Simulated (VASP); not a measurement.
# Ba (I4/mmm) in VASP: further runs

The runs below take Ba through single point, with PBE.

All numbers are computed with VASP 6.6.1; they aren't measurements. Logs are shortened: lines on timing, memory, paths and dates and some standing lists are left out, and cuts for length are marked.

## Step 1: The cell of the first run

Symmetry: I4/mmm, No. 139, tetragonal system. Conventional cell: a = 4.925 Å, b = 4.925 Å, c = 5.150 Å, α = 90.00°, β = 90.00°, γ = 90.00°. Ba (site symmetry 4/mmm) has 14 Ba at 4.33 to 5.15 Å within 5.7 Å.

## Step 2: Single point, PBE (strain -0.015 along x and y, +0.030 along z)

INCAR

```
SYSTEM = Ba
  PREC = Accurate
  ENCUT = 520
  EDIFF = 1E-7
  ISMEAR = 0
  SIGMA = 0.15
  LREAL = .False.
  LASPH = .True.
  NELM = 80
  ALGO = Fast
  ISIF = 2
  LWAVE = .False.
  LCHARG = .False.
  GGA = PE
  NBANDS = 11
```

KPOINTS

```
Automatic mesh
0
Gamma
  14 14 14
  0 0 0
```

POSCAR

```
Ba
1.0
   -2.4625000000      2.4625000000      2.5750000000
    2.4625000000     -2.4625000000      2.5750000000
    2.4625000000      2.4625000000     -2.5750000000
Ba
1
Direct
    0.0000000000      0.0000000000      0.0000000000
```

Potentials or basis: VASP PAW PBE potentials, release 64 (Ba_sv).

Run with:

```sh
$ cat potpaw_PBE.64/Ba_sv/POTCAR > POTCAR
$ mpirun -np 1 vasp_std > vasp.out
```

OUTCAR:

```text
SYSTEM = Ba
   PREC = Accurate
   ENCUT = 520
   EDIFF = 1E-7
   ISMEAR = 0
   LREAL = .False.
   LASPH = .True.
   NELM = 80
   ISIF = 2
   GGA = PE

 ion  position               nearest neighbor table
   1  0.000  0.000  0.000-

  LATTYP: Found a body centered tetragonal cell.
 ALAT       =     4.9250000000
 C/A-ratio  =     1.0456852792

  Lattice vectors:

 A1 = (  -2.4625000000,   2.4625000000,   2.5750000000)
 A2 = (   2.4625000000,  -2.4625000000,   2.5750000000)
 A3 = (   2.4625000000,   2.4625000000,  -2.5750000000)

Analysis of symmetry for initial positions (statically):
=====================================================================
 Subroutine PRICEL returns:
 Original cell was already a primitive cell.

 Routine SETGRP: Setting up the symmetry group for a
 body centered tetragonal supercell.

 Subroutine GETGRP returns: Found 16 space group operations
 (whereof 16 operations were pure point group operations)
 out of a pool of 16 trial point group operations.

The static configuration has the point symmetry D_4h.

Analysis of symmetry for dynamics (positions and initial velocities):
=====================================================================
 Subroutine PRICEL returns:
 Original cell was already a primitive cell.

 Routine SETGRP: Setting up the symmetry group for a
 body centered tetragonal supercell.

 Subroutine GETGRP returns: Found 16 space group operations
 (whereof 16 operations were pure point group operations)
 out of a pool of 16 trial point group operations.

The dynamic configuration has the point symmetry D_4h.

 Subroutine INISYM returns: Found 16 space group operations
 (whereof 16 operations are pure point group operations),
 and found     1 'primitive' translations

----------------------------------------------------------------------------------------

                                     Primitive cell

  volume of cell :      62.4582

  direct lattice vectors                    reciprocal lattice vectors
    -2.462500000  2.462500000  2.575000000     0.000000000  0.203045685  0.194174757
     2.462500000 -2.462500000  2.575000000     0.203045685  0.000000000  0.194174757
     2.462500000  2.462500000 -2.575000000     0.203045685  0.203045685  0.000000000

  length of vectors
     4.331101188  4.331101188  4.331101188     0.280947302  0.280947302  0.287149962

  position of ions in fractional coordinates (direct lattice)
     0.000000000  0.000000000  0.000000000

  ion indices of the primitive-cell ions
   primitive index   ion index
                 1           1

----------------------------------------------------------------------------------------

 KPOINTS: Automatic mesh

Automatic generation of k-mesh.
 Grid dimensions read from file:
 generate k-points for:   14   14   14

 Generating k-lattice:

  Cartesian coordinates                     Fractional coordinates (reciprocal lattice)
     0.000000000  0.014503263  0.013869626     0.071428571  0.000000000  0.000000000
     0.014503263  0.000000000  0.013869626     0.000000000  0.071428571  0.000000000
     0.014503263  0.014503263  0.000000000     0.000000000  0.000000000  0.071428571

  Length of vectors
     0.020067664  0.020067664  0.020510712

  Shift w.r.t. Gamma in fractional coordinates (k-lattice)
     0.000000000  0.000000000  0.000000000

 Subroutine IBZKPT returns following result:
 ===========================================

 Found    244 irreducible k-points:

 Following reciprocal coordinates:
            Coordinates               Weight
  0.000000  0.000000  0.000000      1.000000
  0.071429  0.000000  0.000000      8.000000
  0.142857  0.000000  0.000000      8.000000
  0.214286  0.000000  0.000000      8.000000
  0.285714 -0.000000  0.000000      8.000000
  0.357143  0.000000  0.000000      8.000000
[... 16 lines left out ...]
  0.214286  0.142857 -0.000000     16.000000
  0.285714  0.142857  0.000000     16.000000
 [... further k-points ...]
   k-points           NKPTS =    244   k-points in BZ     NKDIM =    244   number of bands    NBANDS=     11
   number of dos      NEDOS =    301   number of ions     NIONS =      1
   total plane-waves  NPLWV =  32768
   dimension x,y,z NGX =    32 NGY =   32 NGZ =   32
   dimension x,y,z NGXF=    64 NGYF=   64 NGZF=   64
   ions per type =               1
   NGX,Y,Z   is equivalent  to a cutoff of  12.28, 12.28, 12.28 a.u.
   NGXF,Y,Z  is equivalent  to a cutoff of  24.57, 24.57, 24.57 a.u.
 SYSTEM =  Ba
   PREC   = accura    normal or accurate (medium, high low for compatibility)
   ISTART =      0    job   : 0-new  1-cont  2-samecut
   ICHARG =      2    charge: 1-file 2-atom 10-const
   ISPIN  =      1    spin polarized calculation?
   LNONCOLLINEAR =      F non collinear calculations
   LSORBIT =      F    spin-orbit coupling
   LASPH  =      T    aspherical Exc in radial PAW
   ENCUT  =  520.0 eV  38.22 Ry    6.18 a.u.   8.05  8.05  8.05*2*pi/ulx,y,z
   NELM   =     80;   NELMIN=  2; NELMDL= -5     # of ELM steps
   EDIFF  = 0.1E-06   stopping-criterion for ELM
   LREAL  =      F    real-space projection
   EDIFFG = 0.1E-05   stopping-criterion for IOM
   NSW    =      0    number of steps for IOM
   IBRION =     -1    ionic relax: 0-MD 1-quasi-New 2-CG
   NFREE  =      0    steps in history (QN), initial steepest desc. (CG)
   ISIF   =      2    stress and relaxation
   ISYM   =      2    0-nonsym 1-usesym 2-fastsym
   POTIM  = 0.5000    time-step for ionic-motion
   TEBEG  =    0.0;   TEEND  =   0.0 temperature during run
   PSTRESS=    0.0 pullay stress
   NELECT =      10.0000    total number of electrons
   NUPDOWN=      -1.0000    fix difference up-down
   EMIN   =  10.00;   EMAX   =-10.00  energy-range for DOS
   EFERMI =   0.00;   METHOD = LEGACY
   ISMEAR =     0;   SIGMA  =   0.15  broadening in eV -4-tet -1-fermi 0-gaus
   EFERMI_NEDOS =   21; number of points for ismear=-14 and -15
   IALGO  =     68    algorithm
   IMIX   =      4    mixing-type and parameters
     AMIX     =   0.40;   BMIX     =  1.00
     AMIX_MAG =   1.60;   BMIX_MAG =  1.00
  volume/ion in A,a.u.               =      62.46       421.49
  Fermi-wavevector in a.u.,A,eV,Ry     =   0.888952  1.679876 10.751806  0.790235
  Thomas-Fermi vector in A             =   2.010449
   LORBIT       =      0    0 simple, 1 ext, 2 COOP (PROOUT), +10 PAW based schemes
   GGA     = PE    functional components
   LHFCALC =     F    Hartree Fock is set to
   AEXX    =    0.0000 exact exchange contribution
   IVDW    =     0    specifies the selected vdW correction
   LEPSILON=     F    determine dielectric tensor
   LRPA    =     F    only Hartree local field effects (RPA)
 non-spin polarized calculation
 RMM-DIIS sequential band-by-band and
 Gauss-broadening in eV      SIGMA  =   0.15
  energy-cutoff  :      520.00
  volume of cell :       62.46
 maximum number of plane-waves:      1701
   NGX = 17   NGY = 17   NGZ = 17

 number of electron      10.0000000 magnetization

 Free energy of the ion-electron system (eV)
  ---------------------------------------------------
  ext. energy  EPLUGINS =         0.00000000
  ---------------------------------------------------
  free energy    TOTEN  =        -1.91315709 eV

  energy without entropy =       -1.89937449  energy(sigma->0) =       -1.90626579

 E-fermi :   1.6734     XC(G=0):  -7.4363

 val. band max:        1.6684437909   @ k =  -0.2857  -0.4286   0.2857
 cond. band min:       1.6736681688   @ k =   0.2143   0.2143   0.1429
 fundamental gap:      0.0052243779
 Fermi energy:         1.6734421424

 k-point     1 :       0.0000    0.0000    0.0000
  band No.  band energies     occupation
      1     -27.1943      2.00000
      2     -12.1398      2.00000
      3     -12.1386      2.00000
      4     -12.1386      2.00000
      5      -1.0797      2.00000
      6       3.4366      0.00000
      7       3.4366      0.00000
      8       3.6991      0.00000
      9       4.7292      0.00000
     10       5.1130      0.00000
     11       8.4149      0.00000

 k-point     2 :       0.0714    0.0000    0.0000
  band No.  band energies     occupation
      1     -27.1922      2.00000
      2     -12.1645      2.00000
      3     -12.1460      2.00000
      4     -12.1392      2.00000
      5      -0.9840      2.00000
      6       3.4010      0.00000
      7       3.4279      0.00000
      8       3.7275      0.00000
      9       4.6303      0.00000
     10       5.0660      0.00000
     11       8.6150      0.00000

 k-point     3 :       0.1429    0.0000    0.0000
  band No.  band energies     occupation
      1     -27.1860      2.00000
      2     -12.2343      2.00000
      3     -12.1666      2.00000
      4     -12.1392      2.00000
      5      -0.7111      2.00000
      6       3.2426      0.00000
      7       3.2805      0.00000
      8       3.9651      0.00000
      9       4.4877      0.00000
     10       5.0079      0.00000
     11       8.9368      0.00000

 k-point     4 :       0.2143    0.0000    0.0000
  band No.  band energies     occupation
      1     -27.1771      2.00000
      2     -12.3323      2.00000
      3     -12.1960      2.00000
      4     -12.1392      2.00000
      5      -0.3047      2.00000
      6       2.9548      0.00000
      7       3.0458      0.00000
      8       4.4193      0.00000
      9       4.5096      0.00000
     10       4.9996      0.00000
     11       9.0113      0.00000
[... 239 lines left out ...]
 k-point    22 :       0.1429    0.1429   -0.0000
  band No.  band energies     occupation
      1     -27.1727      2.00000
      2     -12.3692      2.00000
      3     -12.2049      2.00000
      4     -12.1563      2.00000
      5      -0.0800      2.00000
      6       2.7656      0.00000
      7       2.9755      0.00000
      8       4.3476      0.00000
      9       4.7552      0.00000
     10       5.1987      0.00000
     11       9.1363      0.00000

 k-point    23 :       0.2143    0.1429   -0.0000
  band No.  band energies     occupation
      1     -27.1637      2.00000
      2     -12.4493      2.00000
      3     -12.2431      2.00000
      4     -12.1619      2.00000
      5       0.3754      2.00000
      6       2.5095      0.00000
      7       2.7870      0.00000
      8       4.4781      0.00000
      9       5.1755      0.00000
     10       5.4424      0.00000
     11       8.5540      0.00000

 k-point    24 :       0.2857    0.1429    0.0000
  band No.  band energies     occupation
      1     -27.1556      2.00000
      2     -12.5184      2.00000
      3     -12.2813      2.00000
      4     -12.1653      2.00000
      5       0.7833      2.00000
      6       2.3972      0.00000
      7       2.6367      0.00000
      8       4.6586      0.00000
      9       5.2029      0.00000
     10       6.1263      0.00000
     11       8.1292      0.00000

 [... further k-points ...]

------------------------ aborting loop because EDIFF is reached ----------------------------------------

  FORCE on cell =-STRESS in cart. coord.  units (eV):
  Direction    XX          YY          ZZ          XY          YZ          ZX
  --------------------------------------------------------------------------------------
  -------------------------------------------------------------------------------------
  Total        0.0927456      0.0927456      0.0218534      0.0000000      0.0000000      0.0000000
  in kB        2.3791086      2.3791086      0.5605820      0.0000000      0.0000000      0.0000000
  external PRESSURE =       1.7729331 kB  Pullay stress =       0.0000000 kB

 VOLUME and BASIS-vectors are now :
 -----------------------------------------------------------------------------
  energy-cutoff  :      520.00
  volume of cell :       62.46
      direct lattice vectors                 reciprocal lattice vectors
    -2.462500000  2.462500000  2.575000000     0.000000000  0.203045685  0.194174757
     2.462500000 -2.462500000  2.575000000     0.203045685  0.000000000  0.194174757
     2.462500000  2.462500000 -2.575000000     0.203045685  0.203045685  0.000000000

 POSITION                                       TOTAL-FORCE (eV/Angst)
 -----------------------------------------------------------------------------------
      0.00000      0.00000      0.00000        -0.000000      0.000000      0.000000
 -----------------------------------------------------------------------------------
    total drift:                                0.000000      0.000000     -0.000000

  FREE ENERGIE OF THE ION-ELECTRON SYSTEM (eV)
  ---------------------------------------------------
  free  energy   TOTEN  =        -1.9131570887 eV

  energy  without entropy=       -1.8993744873  energy(sigma->0) =       -1.90626579
```

Run time: 43 s. Hardware: 1 thread of Intel Xeon 6975P-C (Granite Rapids), shared host; peak memory 0.3 GiB.

Results:

```
Free energy            : -1.9132 eV
Pressure               : 0.2 GPa
Band gap on the k mesh : zero (bands 5 and 6 overlap by 0.97 eV)
```

Levels at points of the mesh, in eV from the Fermi level:
| k point | band 1 | band 2 | band 3 | band 4 | band 5 | band 6 | band 7 | band 8 | band 9 | band 10 |
| --- | --- | --- | --- | --- | --- | --- | --- | --- | --- | --- |
| (0.00, 0.00, 0.00) | -28.87 | -13.81 | -13.81 | -13.81 | -2.75 | 1.76 | 1.76 | 2.03 | 3.06 | 3.44 |
| (0.50, 0.00, 0.00) | -28.82 | -14.29 | -13.96 | -13.81 | -0.90 | 0.79 | 1.23 | 3.05 | 3.81 | 5.23 |
| (0.50, 0.50, 0.00) | -28.82 | -14.28 | -13.98 | -13.83 | -0.88 | 0.52 | 1.38 | 3.47 | 3.94 | 5.31 |
| (0.50, 0.50, 0.50) | -28.79 | -14.17 | -14.12 | -14.12 | -0.59 | -0.52 | 4.08 | 4.57 | 4.57 | 4.73 |

Caveat: the cell differs from its parent crystal (strain -0.015 along x and y, +0.030 along z); spin-orbit coupling is left out, which moves the levels of the heavy elements.

## Step 3: Single point, PBE (strain +0.015 along x and y, -0.030 along z)

INCAR

```
PREC = Accurate
ENCUT = 520
EDIFF = 1E-6
ISMEAR = 0
SIGMA = 0.15
LREAL = F
LASPH = T
NELM = 60
ALGO = Fast
ISIF = 2
LWAVE = F
LCHARG = F
GGA = PE
NBANDS = 11
```

KPOINTS

```
Automatic mesh
0
Gamma
  14 14 14
```

POSCAR

```
Ba
1.0
   -2.5375000000      2.5375000000      2.4250000000
    2.5375000000     -2.5375000000      2.4250000000
    2.5375000000      2.5375000000     -2.4250000000
Ba
1
Direct
    0.0000000000      0.0000000000      0.0000000000
```

Potentials or basis: VASP PAW PBE potentials, release 64 (Ba_sv).

Run with:

```sh
$ cat potpaw_PBE.64/Ba_sv/POTCAR > POTCAR
$ mpirun -np 1 vasp_std > vasp.out
```

OUTCAR:

```text
PREC = Accurate
   ENCUT = 520
   EDIFF = 1E-6
   ISMEAR = 0
   LREAL = F
   LASPH = T
   NELM = 60
   ISIF = 2
   GGA = PE

 ion  position               nearest neighbor table
   1  0.000  0.000  0.000-

  LATTYP: Found a body centered tetragonal cell.
 ALAT       =     5.0750000000
 C/A-ratio  =     0.9556650246

  Lattice vectors:

 A1 = (  -2.5375000000,   2.5375000000,   2.4250000000)
 A2 = (   2.5375000000,  -2.5375000000,   2.4250000000)
[... 516 lines left out ...]
     11       8.2950      0.00000

 [... further k-points ...]

------------------------ aborting loop because EDIFF is reached ----------------------------------------

  FORCE on cell =-STRESS in cart. coord.  units (eV):
  Direction    XX          YY          ZZ          XY          YZ          ZX
  --------------------------------------------------------------------------------------
  -------------------------------------------------------------------------------------
  Total        0.0364567      0.0364567      0.1341057      0.0000000      0.0000000      0.0000000
  in kB        0.9351995      0.9351995      3.4401243      0.0000000      0.0000000      0.0000000
  external PRESSURE =       1.7701745 kB  Pullay stress =       0.0000000 kB

 VOLUME and BASIS-vectors are now :
 -----------------------------------------------------------------------------
  energy-cutoff  :      520.00
  volume of cell :       62.46
      direct lattice vectors                 reciprocal lattice vectors
    -2.537500000  2.537500000  2.425000000     0.000000000  0.197044335  0.206185567
     2.537500000 -2.537500000  2.425000000     0.197044335  0.000000000  0.206185567
     2.537500000  2.537500000 -2.425000000     0.197044335  0.197044335  0.000000000

 POSITION                                       TOTAL-FORCE (eV/Angst)
 -----------------------------------------------------------------------------------
      0.00000      0.00000      0.00000         0.000000     -0.000000      0.000000
 -----------------------------------------------------------------------------------
    total drift:                                0.000000      0.000000     -0.000000

  FREE ENERGIE OF THE ION-ELECTRON SYSTEM (eV)
  ---------------------------------------------------
  free  energy   TOTEN  =        -1.9128676002 eV

  energy  without entropy=       -1.8990700122  energy(sigma->0) =       -1.90596881
```

It took 44 s on 1 thread of Intel Xeon 6975P-C (Granite Rapids), shared host; peak memory 0.29 GiB.

What came out:

```yaml
Free_energy: -1.9129 eV
Pressure: 0.2 GPa
Band_gap_on_the_k_mesh: zero (bands 5 and 6 overlap by 0.99 eV)
```

Stress tensor (GPa, compression positive):
```
0.09 0.00 0.00
0.00 0.09 0.00
0.00 0.00 0.34
```

Caveat: the cell differs from its parent crystal (strain +0.015 along x and y, -0.030 along z); spin-orbit coupling is left out, which moves the levels of the heavy elements.

## Step 4: Single point, PBE (strain +0.030 along x and y, -0.015 along z)

INCAR

```
SYSTEM = Ba
ALGO = Fast ; EDIFF = 1E-6
ENCUT = 520 ; GGA = PE
ISIF = 2 ; ISMEAR = 0
LASPH = .TRUE. ; LCHARG = .TRUE.
LELF = .TRUE. ; LREAL = .FALSE.
LVHAR = .TRUE. ; LWAVE = .FALSE.
NBANDS = 11 ; NELM = 100
PREC = Accurate ; SIGMA = 0.15
```

KPOINTS

```
k-points
0
G
  14 14 14
  0 0 0
```

POSCAR

```
Ba
1.0
   -2.5750000000      2.5750000000      2.4625000000
    2.5750000000     -2.5750000000      2.4625000000
    2.5750000000      2.5750000000     -2.4625000000
Ba
1
Direct
    0.0000000000      0.0000000000      0.0000000000
```

Run with:

```sh
$ cat potpaw_PBE.64/Ba_sv/POTCAR > POTCAR
$ mpirun -np 1 vasp_std > vasp.out
```

Wall time 71 s (1 thread of Intel Xeon 6975P-C (Granite Rapids), shared host); peak memory 0.33 GiB.

The run converged. Its results:

```yaml
Free_energy: -1.9125 eV
Pressure: -0.2 GPa
Band_gap_on_the_k_mesh: zero (bands 5 and 6 overlap by 0.91 eV)
```

Stress tensor (GPa, compression positive):
```
-0.28  0.00  0.00
 0.00 -0.28  0.00
 0.00  0.00 -0.06
```

Levels at points of the mesh, in eV from the Fermi level:
```
           k point  band 1  band 2  band 3  band 4  band 5  band 6  band 7  band 8  band 9  band 10
(0.00, 0.00, 0.00)  -28.95  -13.92  -13.92  -13.91   -2.73    1.62    1.88    1.88    2.94     3.33
(0.50, 0.00, 0.00)  -28.91  -14.32  -14.05  -13.93   -0.86    0.61    1.19    3.15    3.79     5.04
(0.50, 0.50, 0.00)  -28.91  -14.33  -14.04  -13.91   -0.89    0.88    1.05    2.87    3.54     4.99
(0.50, 0.50, 0.50)  -28.88  -14.21  -14.21  -14.18   -0.53   -0.46    4.02    4.02    4.53     4.54
```

Caveat: the cell differs from its parent crystal (strain +0.030 along x and y, -0.015 along z); spin-orbit coupling is left out, which moves the levels of the heavy elements.

## Step 5: Overview

```tsv
cell	further INCAR settings	gap on the mesh (eV)	pressure (GPa)
a = 4.331 Å, angles 110.7, 110.7, 107.0°, 1 atom	ALGO = Fast; EDIFF = 1e-07; NBANDS = 11	none	0.2
a = 4.331 Å, angles 108.3, 108.3, 111.9°, 1 atom	ALGO = Fast; EDIFF = 1e-06; NBANDS = 11	none	0.2
a = 4.396 Å, angles 108.3, 108.3, 111.9°, 1 atom	ALGO = Fast; EDIFF = 1e-06; NBANDS = 11	none	-0.2
```

Alike in all rows: task single point; level PBE; potentials or basis VASP PAW PBE potentials, release 64 (Ba_sv); no spin polarisation; k mesh 14 × 14 × 14; cutoff (eV) 520; smearing gaussian 0.15 eV.

Caveats: spin-orbit coupling is left out, which moves the levels of the heavy elements.

Absolute energies hang on the potentials; compare differences alone.
